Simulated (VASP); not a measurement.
Runs of VASP 6.6.1 on Ta. The structure is that of space group Im-3m (No. 229), or close to it. The cells are those of the table. 

```csv
task,cell,cutoff (eV),gap on the mesh (eV),pressure (GPa)
single point,"a = 2.696 Å, angles 109.5°, 1 atom",520,none,(a)
relaxation of cell and atoms,"relaxed to 54 GPa from a = 2.696 Å, angles 109.5°, 1 atom",600,none,54.0
single point,"a = 2.694 Å, angles 109.5°, 1 atom",520,none,55.3
relaxation of cell and atoms,"relaxed to 54 GPa from a = 2.718 Å, angles 109.5°, 1 atom",600,none,54.0
```

Alike in all rows: level PBE; potentials or basis VASP PAW PBE potentials, release 64 (Ta_pv); no spin polarisation; k mesh 17 × 17 × 17; smearing fermi-dirac 0.08 eV.

Q: Estimate the missing entries.

A: (a) 54.6.

Caveats: spin-orbit coupling is left out, which moves the levels of the heavy elements; the cell is relaxed towards a set pressure, so the enthalpy falls and the energy may rise (some runs).

A k mesh can miss the band edges, and the runs leave out spin-orbit coupling on Ta.

A gap of «none» marks levels without a gap at the run's occupations.
